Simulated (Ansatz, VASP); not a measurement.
## Two plane-wave programs on TiO2

Contents of INCAR:

```
SYSTEM = TiO2
PREC = Accurate
ENCUT = 520
EDIFF = 1E-6
ISMEAR = 0
SIGMA = 0.05
LREAL = .False.
LASPH = .True.
NELM = 60
ALGO = Normal
ISIF = 2
LWAVE = .False.
LCHARG = .True.
GGA = PE
LELF = .True.
LVHAR = .True.
NBANDS = 33
```

KPOINTS

```
Automatic mesh
0
Gamma
  8 8 10
  0 0 0
```

Contents of POSCAR:

```
TiO2
1.0
    4.5681632771      0.0000000000      0.0000000000
    0.0000000000      4.5681632771      0.0000000000
    0.0000000000      0.0000000000      3.0620196522
Ti O
2 4
Direct
    0.0000000000      0.0000000000      0.0000000000
    0.5000000000      0.5000000000      0.5000000000
    0.3051105247      0.3051105247      0.0000000000
    0.1948894753      0.8051105247      0.5000000000
    0.6948894753      0.6948894753      0.0000000000
    0.8051105247      0.1948894753      0.5000000000
```

Input for Ansatz:

```yaml
crystal:
  lattice:
    - [4.5681632771, 0.0, 0.0]
    - [0.0, 4.5681632771, 0.0]
    - [0.0, 0.0, 3.0620196522]
  atoms:
    - { symbol: Ti, position: [0.0, 0.0, 0.0] }
    - { symbol: Ti, position: [0.5, 0.5, 0.5] }
    - { symbol: O, position: [0.3051105247, 0.3051105247, 0.0] }
    - { symbol: O, position: [0.1948894753, 0.8051105247, 0.5] }
    - { symbol: O, position: [0.6948894753, 0.6948894753, 0.0] }
    - { symbol: O, position: [0.8051105247, 0.1948894753, 0.5] }
basis:
  ecutwfc: 420
kpoints:
  mp_grid: { grid: [8, 8, 10] }
hamiltonian:
  xc: pbe
scf:
  occupations: { method: gaussian, width: 0.05 }
output:
  forces: true
  stress: true
  eigenvalues: true
  write_density: true
  write_potential: true
  elf: true
  volumetric_format: npy
```

Alike in both runs: task single point; functional PBE; k mesh 8 × 8 × 10; occupations gaussian, width 0.05 eV; no spin polarisation.

|  | VASP | Ansatz |
| --- | --- | --- |
| version | VASP 6.6.1 | Ansatz 0.2.0 |
| potentials or method | VASP PAW PBE potentials, release 64 (Ti_sv, O), cutoff 520 eV | scalar-relativistic, plane waves, PAW |
| valence electrons in the cell | 48 | 48 |

|  | VASP | Ansatz | Ansatz less VASP |
| --- | --- | --- | --- |
| gap on the k mesh at the Fermi level (eV) | 1.76 | 1.79 | +0.028 |
| least direct gap on the mesh (eV) | 1.76 | 1.79 | +0.028 |
| pressure (GPa) | -1.1 | -1.7 | -0.66 |
| traceless stress, the component that is largest in VASP (GPa) | -7.65 | -7.80 | -0.152 |
| rms of the force components (eV/Å) | 0.012 | 0.007 | -0.0058 |

Atom by atom the forces differ by 0.006 eV/Å (rms over components). With one functional, cell and mesh, what is left measures potentials, basis and numerics.
